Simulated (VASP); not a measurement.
Cu: single point with PBE

The system is Cu, a sheet with vacuum.

```
Cu
1.0
     3.96243    0.00000    0.00000
    -1.98122    3.43157    0.00000
     0.00000    0.00000   23.80000
Cu
2
Direct
  0.66667 0.33333 0.29412
  0.33333 0.66667 0.29412
```

The cell was built from a structure type or drawn by symmetry, and may not be a known phase.

```json
{
 "Program": "VASP 6.6.1",
 "Task": "single point",
 "Functional": "PBE",
 "Potentials or basis": "VASP PAW PBE potentials, release 64 (Cu)",
 "Cutoff": "520 eV",
 "k mesh": "18 × 18 × 1",
 "Occupations": "gaussian, width 0.1 eV",
 "Spin": "no spin polarisation"
}
```

```
Band gap on the k mesh : zero (bands 11 and 12 overlap by 0.22 eV)
```

Levels at points of the mesh, in eV from the Fermi level:
| k point | band 9 | band 10 | band 11 | band 12 | band 13 | band 14 |
| --- | --- | --- | --- | --- | --- | --- |
| (0.00, 0.00, 0.00) | -1.13 | -1.13 | -1.06 | 1.39 | 4.61 | 5.06 |
| (0.50, 0.00, 0.00) | -1.01 | -0.98 | -0.47 | 0.03 | 4.39 | 4.61 |

Run time: 3.2 min on 1 thread of Intel(R) Xeon(R) 6975P-C (Granite Rapids) (shared host), peak memory 0.49 GiB.
